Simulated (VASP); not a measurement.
Write the native input for VASP 6.6.1 that does the following.

```yaml
Task: single point
Functional: PBE
Potentials_or_basis: VASP PAW PBE potentials, release 64 (Sn_d, S)
Cutoff: 500 eV
k_mesh: 9 × 9 × 6
Occupations: gaussian, width 0.02 eV
Spin: no spin polarisation
Dipole_correction: no
Further_INCAR_settings: ALGO = Normal; EDIFF = 1e-06; NBANDS = 20
```

The structure of SnS2 lies in POSCAR:

```
SnS2
1.0
    3.7032017195      0.0000000000      0.0000000000
   -1.8516008597      3.2070667644      0.0000000000
    0.0000000000      0.0000000000      6.8277755264
Sn S
1 2
Direct
    0.0000000000      0.0000000000      0.0000000000
    0.3333333333      0.6666666667      0.2164393782
    0.6666666667      0.3333333333      0.7835606218
```

The input as run:

INCAR

```
PREC     = Accurate       # precision mode
ENCUT    = 500            # plane-wave cutoff, eV
EDIFF    = 1E-6           # SCF threshold, eV
ISMEAR   = 0              # smearing method
SIGMA    = 0.02           # smearing width, eV
LREAL    = F              # projectors in reciprocal space
LASPH    = T              # aspherical terms in the spheres
NELM     = 120            # most SCF steps
ALGO     = Normal         # electronic algorithm
ISIF     = 2              # what is computed and relaxed
LWAVE    = F              # write WAVECAR
LCHARG   = F              # write CHGCAR
GGA      = PE             # functional
NBANDS   = 20             # bands
GGA_COMPAT= F
```

KPOINTS

```
regular mesh
0
Gamma
  9 9 6
```

Potentials or basis: VASP PAW PBE potentials, release 64 (Sn_d, S).

Launch:

```sh
$ cat potpaw_PBE.64/Sn_d/POTCAR potpaw_PBE.64/S/POTCAR > POTCAR
$ mpirun -np 1 vasp_std > vasp.out
```

It gave:

```json
{"Pressure": "-0.1 GPa", "Largest force": "0.007 eV/Å", "Band gap on the k mesh": "1.59 eV, indirect (least direct gap 1.83 eV)"}
```

Caveat: spin-orbit coupling is left out, which moves the levels of the heavy elements; this functional lacks dispersion, which binds the layers, so the pressure and a relaxed spacing across them are unreliable.

Wall time 45 s on 1 thread of Intel(R) Xeon(R) 6975P-C (Granite Rapids), with other jobs on the host, peak memory 0.24 GiB.
